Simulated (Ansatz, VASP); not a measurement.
## One calculation of B5P3, two programs

```
B P
1.0
    -2.47629    2.47629    2.92702
     2.47629   -2.47629    2.92702
     2.47629    2.47629   -2.92702
B P
5 3
Direct
  0.50000 0.50000 0.50000
  0.00000 0.00000 0.50000
  0.50000 0.00000 0.00000
  0.00000 0.50000 0.00000
  0.00000 0.00000 0.00000
  0.50000 0.00000 0.50000
  0.00000 0.50000 0.50000
  0.50000 0.50000 0.00000
```

Change from the starting cell: species swapped into the Li3Mg5 type (I4/mmm, No. 139).

Alike in both runs: functional PBE; k mesh 4 × 4 × 4; occupations gaussian, width 0.1 eV; no spin polarisation.

Ansatz relaxed the structure, and its values are those at the end. VASP's run is a single point on that final structure, the one shown.

```csv
,VASP,Ansatz
version,VASP 6.6.1,Ansatz 0.2.0
potentials or method,"VASP PAW PBE potentials, release 64 (B, P), cutoff 520 eV","scalar-relativistic, plane waves, PAW"
valence electrons in the cell,30,30
```

|  | VASP | Ansatz | Ansatz less VASP |
| --- | --- | --- | --- |
| gap on the k mesh at the Fermi level (eV) | none | none | - |
| pressure (GPa) | -0.4 | -0.1 | +0.28 |

A gap of «none» marks a metal or a gap that the smearing closes. With one functional, cell and mesh, what is left measures potentials, basis and numerics.

The k mesh is coarse, so the values compare programs but aren't converged.
